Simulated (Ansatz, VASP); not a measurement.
# MoS in VASP and in Ansatz

File INCAR:

```
SYSTEM = MoS
PREC = Accurate
ENCUT = 520
EDIFF = 1E-7
ISMEAR = 0
SIGMA = 0.1
LREAL = .FALSE.
LASPH = .TRUE.
NELM = 150
ALGO = Normal
ISIF = 2
LWAVE = .FALSE.
LCHARG = .FALSE.
LMAXMIX = 4
LDAU = .TRUE.
LDAUTYPE = 2
LDAUL = 2 -1
LDAUU = 4.38 0
LDAUJ = 0 0
LDAUPRINT = 1
GGA = PE
NBANDS = 17
```

KPOINTS

```
Automatic mesh
0
G
  12 12 12
  0 0 0
```

POSCAR

```
MoS
1.0
    0.0000000000      2.8940243390      2.8940243390
    2.8940243390      0.0000000000      2.8940243390
    2.8940243390      2.8940243390      0.0000000000
Mo S
1 1
Direct
    0.0000000000      0.0000000000      0.0000000000
    0.2500000000      0.2500000000      0.2500000000
```

Input for Ansatz:

```yaml
crystal:
  lattice:
    - [0.0, 2.8940243401, 2.8940243401]
    - [2.8940243401, 0.0, 2.8940243401]
    - [2.8940243401, 2.8940243401, 0.0]
  atoms:
    - { symbol: Mo, position: [0.0, 0.0, 0.0] }
    - { symbol: S, position: [0.25, 0.25, 0.25] }
basis:
  ecutwfc: 420
kpoints:
  mp_grid: { grid: [12, 12, 12] }
hamiltonian:
  xc: pbe
  hubbard: { sites: [{ species: Mo, l: d, u_eff: 4.38 }] }
scf:
  occupations: { method: gaussian, width: 0.1 }
output:
  forces: true
  stress: true
  eigenvalues: true
  write_density: true
  write_potential: true
  elf: true
  volumetric_format: npy
```

Alike in both runs: task single point; functional PBE; k mesh 12 × 12 × 12; occupations gaussian, width 0.1 eV; no spin polarisation; Hubbard terms Mo d U = 4.38 eV.

|  | VASP | Ansatz |
| --- | --- | --- |
| version | VASP 6.6.1 | Ansatz 0.2.0 |
| potentials or method | VASP PAW PBE potentials, release 64 (Mo_sv, S), cutoff 520 eV | scalar-relativistic, plane waves, PAW |
| valence electrons in the cell | 20 | 20 |

```tsv
	VASP	Ansatz	Ansatz less VASP
pressure (GPa)	-7.3	-3.8	+3.50
```

The programs project onto different local orbitals, so the same U acts differently, and such runs can settle in different states.
